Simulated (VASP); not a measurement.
# TiAl (P-6m2) in VASP: a series of runs

The runs below take TiAl through single point, with LDA, PBEsol.

Everything below comes from runs of VASP 6.6.1. Logs are shortened: lines on timing, memory, paths and dates and some standing lists are left out, and cuts for length are marked.

## Step 1: The cell of the first run

Symmetry: P-6m2, No. 187, hexagonal system. The conventional cell has a = 2.867 Å, b = 2.867 Å, c = 4.678 Å, α = 90.00°, β = 90.00°, γ = 120.00°. Within 3.8 Å of Ti (site symmetry -6m2) lie 6 Al at 2.87 Å and 6 Ti at 2.87 Å. Al (site symmetry -6m2) has 6 Ti at 2.87 Å and 6 Al at 2.87 Å within 3.8 Å.

## Step 2: Single point, LDA

The input, INCAR:

```
SYSTEM = TiAl
PREC     = Accurate       ! precision mode
ENCUT    = 520            ! plane-wave cutoff, eV
EDIFF    = 1E-6           ! SCF threshold, eV
ISMEAR   = -1             ! smearing method
SIGMA    = 0.05           ! smearing width, eV
LREAL    = .False.        ! projectors in reciprocal space
LASPH    = .True.         ! aspherical terms in the spheres
NELM     = 60             ! most SCF steps
ALGO     = Fast           ! electronic algorithm
ISIF     = 2              ! what is computed and relaxed
LWAVE    = .False.        ! write WAVECAR
LCHARG   = .True.         ! write CHGCAR
LELF     = .True.         ! ELF
LVHAR    = .True.       
NBANDS   = 14             ! bands
```

The input, KPOINTS:

```
Automatic mesh
0
Gamma
  11 11 6
  0 0 0
```

The input, POSCAR:

```
TiAl
1.0
    2.8672622327      0.0000000000      0.0000000000
   -1.4336311163      2.4831219328      0.0000000000
    0.0000000000      0.0000000000      4.6780830000
Ti Al
1 1
Direct
    0.0000000000      0.0000000000      0.0000000000
    0.3333333333      0.6666666667      0.5000000000
```

Potentials or basis: VASP PAW LDA potentials, release 64 (Ti_sv, Al).

On the command line:

```console
$ cat potpaw_LDA.64/Ti_sv/POTCAR potpaw_LDA.64/Al/POTCAR > POTCAR
$ mpirun -np 1 vasp_std > vasp.out
```

OUTCAR:

```text
SYSTEM = TiAl
   PREC = Accurate
   ENCUT = 520
   EDIFF = 1E-6
   ISMEAR = -1
   LREAL = .False.
   LASPH = .True.
   NELM = 60
   ISIF = 2

 ion  position               nearest neighbor table
   1  0.000  0.000  0.000-   2 2.87   2 2.87   2 2.87   2 2.87   2 2.87   2 2.87
   2  0.333  0.667  0.500-   1 2.87   1 2.87   1 2.87   1 2.87   1 2.87   1 2.87

  LATTYP: Found a hexagonal cell.
 ALAT       =     2.8672622327
 C/A-ratio  =     1.6315504549

  Lattice vectors:

 A1 = (   2.8672622327,   0.0000000000,   0.0000000000)
 A2 = (  -1.4336311163,   2.4831219328,   0.0000000000)
 A3 = (   0.0000000000,   0.0000000000,   4.6780830000)

Analysis of symmetry for initial positions (statically):
=====================================================================
 Subroutine PRICEL returns:
 Original cell was already a primitive cell.

 Routine SETGRP: Setting up the symmetry group for a
 hexagonal supercell.

 Subroutine GETGRP returns: Found 12 space group operations
 (whereof 12 operations were pure point group operations)
 out of a pool of 24 trial point group operations.

The static configuration has the point symmetry D_3h.

Analysis of symmetry for dynamics (positions and initial velocities):
=====================================================================
 Subroutine PRICEL returns:
 Original cell was already a primitive cell.

 Routine SETGRP: Setting up the symmetry group for a
 hexagonal supercell.

 Subroutine GETGRP returns: Found 12 space group operations
 (whereof 12 operations were pure point group operations)
 out of a pool of 24 trial point group operations.

The dynamic configuration has the point symmetry D_3h.

 Subroutine INISYM returns: Found 12 space group operations
 (whereof 12 operations are pure point group operations),
 and found     1 'primitive' translations

----------------------------------------------------------------------------------------

                                     Primitive cell

  volume of cell :      33.3068

  direct lattice vectors                    reciprocal lattice vectors
     2.867262233  0.000000000  0.000000000     0.348764751  0.201359423  0.000000000
    -1.433631116  2.483121933  0.000000000     0.000000000  0.402718846  0.000000000
     0.000000000  0.000000000  4.678083000     0.000000000  0.000000000  0.213762774

  length of vectors
     2.867262233  2.867262233  4.678083000     0.402718846  0.402718846  0.213762774

  position of ions in fractional coordinates (direct lattice)
     0.000000000  0.000000000  0.000000000
     0.333333333  0.666666667  0.500000000

  ion indices of the primitive-cell ions
   primitive index   ion index
                 1           1
                 2           2

----------------------------------------------------------------------------------------

 KPOINTS: Automatic mesh

Automatic generation of k-mesh.
 Grid dimensions read from file:
 generate k-points for:   11   11    6

 Generating k-lattice:

  Cartesian coordinates                     Fractional coordinates (reciprocal lattice)
     0.031705886  0.018305402  0.000000000     0.090909091  0.000000000  0.000000000
     0.000000000  0.036610804  0.000000000     0.000000000  0.090909091  0.000000000
     0.000000000  0.000000000  0.035627129     0.000000000  0.000000000  0.166666667

  Length of vectors
     0.036610804  0.036610804  0.035627129

  Shift w.r.t. Gamma in fractional coordinates (k-lattice)
     0.000000000  0.000000000  0.000000000

 Subroutine IBZKPT returns following result:
 ===========================================

 Found     64 irreducible k-points:

 Following reciprocal coordinates:
            Coordinates               Weight
  0.000000  0.000000  0.000000      1.000000
  0.090909 -0.000000  0.000000      6.000000
  0.181818  0.000000  0.000000      6.000000
  0.272727  0.000000  0.000000      6.000000
  0.363636 -0.000000  0.000000      6.000000
  0.454545  0.000000  0.000000      6.000000
[... 16 lines left out ...]
  0.090909  0.090909  0.166667     12.000000
  0.181818  0.090909  0.166667     24.000000
 [... further k-points ...]
   k-points           NKPTS =     64   k-points in BZ     NKDIM =     64   number of bands    NBANDS=     14
   number of dos      NEDOS =    301   number of ions     NIONS =      2
   total plane-waves  NPLWV =  20736
   dimension x,y,z NGX =    24 NGY =   24 NGZ =   36
   dimension x,y,z NGXF=    48 NGYF=   48 NGZF=   72
   ions per type =               1   1
   NGX,Y,Z   is equivalent  to a cutoff of  13.92, 13.92, 12.79 a.u.
   NGXF,Y,Z  is equivalent  to a cutoff of  27.83, 27.83, 25.59 a.u.
 SYSTEM =  TiAl
   PREC   = accura    normal or accurate (medium, high low for compatibility)
   ISTART =      0    job   : 0-new  1-cont  2-samecut
   ICHARG =      2    charge: 1-file 2-atom 10-const
   ISPIN  =      1    spin polarized calculation?
   LNONCOLLINEAR =      F non collinear calculations
   LSORBIT =      F    spin-orbit coupling
   LASPH  =      T    aspherical Exc in radial PAW
   ENCUT  =  520.0 eV  38.22 Ry    6.18 a.u.   5.33  5.33  8.70*2*pi/ulx,y,z
   NELM   =     60;   NELMIN=  2; NELMDL= -5     # of ELM steps
   EDIFF  = 0.1E-05   stopping-criterion for ELM
   LREAL  =      F    real-space projection
   EDIFFG = 0.1E-04   stopping-criterion for IOM
   NSW    =      0    number of steps for IOM
   IBRION =     -1    ionic relax: 0-MD 1-quasi-New 2-CG
   NFREE  =      0    steps in history (QN), initial steepest desc. (CG)
   ISIF   =      2    stress and relaxation
   ISYM   =      2    0-nonsym 1-usesym 2-fastsym
   POTIM  = 0.5000    time-step for ionic-motion
   TEBEG  =    0.0;   TEEND  =   0.0 temperature during run
   PSTRESS=    0.0 pullay stress
   NELECT =      15.0000    total number of electrons
   NUPDOWN=      -1.0000    fix difference up-down
   EMIN   =  10.00;   EMAX   =-10.00  energy-range for DOS
   EFERMI =   0.00;   METHOD = LEGACY
   ISMEAR =    -1;   SIGMA  =   0.05  broadening in eV -4-tet -1-fermi 0-gaus
   EFERMI_NEDOS =   21; number of points for ismear=-14 and -15
   IALGO  =     68    algorithm
   IMIX   =      4    mixing-type and parameters
     AMIX     =   0.40;   BMIX     =  1.00
     AMIX_MAG =   1.60;   BMIX_MAG =  1.00
  volume/ion in A,a.u.               =      16.65       112.38
  Fermi-wavevector in a.u.,A,eV,Ry     =   1.254857  2.371335 21.424622  1.574665
  Thomas-Fermi vector in A             =   2.388641
   LORBIT       =      0    0 simple, 1 ext, 2 COOP (PROOUT), +10 PAW based schemes
   GGA     = CA    functional components
   LHFCALC =     F    Hartree Fock is set to
   AEXX    =    0.0000 exact exchange contribution
   IVDW    =     0    specifies the selected vdW correction
   LEPSILON=     F    determine dielectric tensor
   LRPA    =     F    only Hartree local field effects (RPA)
 non-spin polarized calculation
 RMM-DIIS sequential band-by-band and
  energy-cutoff  :      520.00
  volume of cell :       33.31
 maximum number of plane-waves:       917
 NGX is ok and might be reduce to    24
   NGX = 11   NGY = 11   NGZ = 17

 number of electron      15.0000001 magnetization

 Free energy of the ion-electron system (eV)
  ---------------------------------------------------
  ext. energy  EPLUGINS =         0.00000000
  ---------------------------------------------------
  free energy    TOTEN  =       -13.22028874 eV

  energy without entropy =      -13.19675302  energy(sigma->0) =      -13.20852088

 E-fermi :   7.6229     XC(G=0): -11.1531

 val. band max:        7.6034635660   @ k =   0.4545   0.0000   0.3333
 cond. band min:       7.6236383051   @ k =   0.1818   0.0000   0.5000
 fundamental gap:      0.0201747392
 Fermi energy:         7.6228717710

 k-point     1 :       0.0000    0.0000    0.0000
  band No.  band energies     occupation
      1     -48.1973      2.00000
      2     -24.8994      2.00000
      3     -24.4763      2.00000
      4     -24.4763      2.00000
      5      -1.2386      2.00000
      6       5.3508      2.00000
      7       5.8794      2.00000
      8       8.8739      0.00000
      9       8.8739      0.00000
     10      10.3452      0.00000
     11      10.3452      0.00000
     12      11.5086      0.00000
     13      20.4649      0.00000
     14      20.4649      0.00000

 k-point     2 :       0.0909   -0.0000    0.0000
  band No.  band energies     occupation
      1     -48.1894      2.00000
      2     -24.8917      2.00000
      3     -24.5249      2.00000
      4     -24.4873      2.00000
      5      -1.0338      2.00000
      6       5.5736      2.00000
      7       5.8994      2.00000
      8       8.6839      0.00000
      9       9.0412      0.00000
     10      10.2891      0.00000
     11      10.3957      0.00000
     12      11.5558      0.00000
     13      17.9944      0.00000
     14      19.0792      0.00000

 k-point     3 :       0.1818    0.0000    0.0000
  band No.  band energies     occupation
      1     -48.1682      2.00000
      2     -24.8711      2.00000
      3     -24.6538      2.00000
      4     -24.5166      2.00000
      5      -0.4282      2.00000
      6       5.9507      2.00000
      7       6.1519      2.00000
      8       8.2434      0.00001
      9       9.5157      0.00000
     10      10.1418      0.00000
     11      10.5652      0.00000
     12      11.6685      0.00000
     13      15.0761      0.00000
     14      17.7280      0.00000
[... 324 lines left out ...]
 k-point    23 :       0.0909    0.0909    0.1667
  band No.  band energies     occupation
      1     -48.1748      2.00000
      2     -24.8786      2.00000
      3     -24.6105      2.00000
      4     -24.5105      2.00000
      5      -0.4720      2.00000
      6       4.7754      2.00000
      7       6.8478      2.00000
      8       8.3613      0.00000
      9       9.3809      0.00000
     10      10.1061      0.00000
     11      10.1290      0.00000
     12      12.5725      0.00000
     13      16.5427      0.00000
     14      16.8838      0.00000

 k-point    24 :       0.1818    0.0909    0.1667
  band No.  band energies     occupation
      1     -48.1503      2.00000
      2     -24.8545      2.00000
      3     -24.7504      2.00000
      4     -24.5517      2.00000
      5       0.3055      2.00000
      6       5.3000      2.00000
      7       7.0876      1.99996
      8       7.9118      0.00617
      9       9.8332      0.00000
     10       9.9835      0.00000
     11      10.0865      0.00000
     12      12.8134      0.00000
     13      14.2210      0.00000
     14      15.6704      0.00000

 [... further k-points ...]
[... 5 lines left out ...]
  --------------------------------------------------------------------------------------
  -------------------------------------------------------------------------------------
  Total       -1.1767280     -1.1767280     -1.4302360     -0.0000000      0.0000000     -0.0000000
  in kB      -56.6048029    -56.6048029    -68.7994424     -0.0000000      0.0000000     -0.0000000
  external PRESSURE =     -60.6696828 kB  Pullay stress =       0.0000000 kB

 VOLUME and BASIS-vectors are now :
 -----------------------------------------------------------------------------
  energy-cutoff  :      520.00
  volume of cell :       33.31
      direct lattice vectors                 reciprocal lattice vectors
     2.867262233  0.000000000  0.000000000     0.348764751  0.201359423  0.000000000
    -1.433631116  2.483121933  0.000000000     0.000000000  0.402718846  0.000000000
     0.000000000  0.000000000  4.678083000     0.000000000  0.000000000  0.213762774

 POSITION                                       TOTAL-FORCE (eV/Angst)
 -----------------------------------------------------------------------------------
      0.00000      0.00000      0.00000         0.000000     -0.000000      0.000000
     -0.00000      1.65541      2.33904        -0.000000      0.000000      0.000000
 -----------------------------------------------------------------------------------
    total drift:                                0.000000     -0.000000      0.000000

  FREE ENERGIE OF THE ION-ELECTRON SYSTEM (eV)
  ---------------------------------------------------
  free  energy   TOTEN  =       -13.2202887396 eV

  energy  without entropy=      -13.1967530196  energy(sigma->0) =      -13.20852088
```

Run time: 58 s. Hardware: 1 thread of Intel Xeon Platinum 8259CL at 2.50GHz (Skylake/Cascade Lake), shared host; peak memory 0.15 GiB.

Results:

| Quantity | Value |
| --- | --- |
| Free energy | -13.2203 eV |
| Pressure | -6.1 GPa |

Stress tensor (GPa, compression positive):
```
-5.66  0.00  0.00
 0.00 -5.66  0.00
 0.00  0.00 -6.88
```

(Part 1 of 2 ends here.)
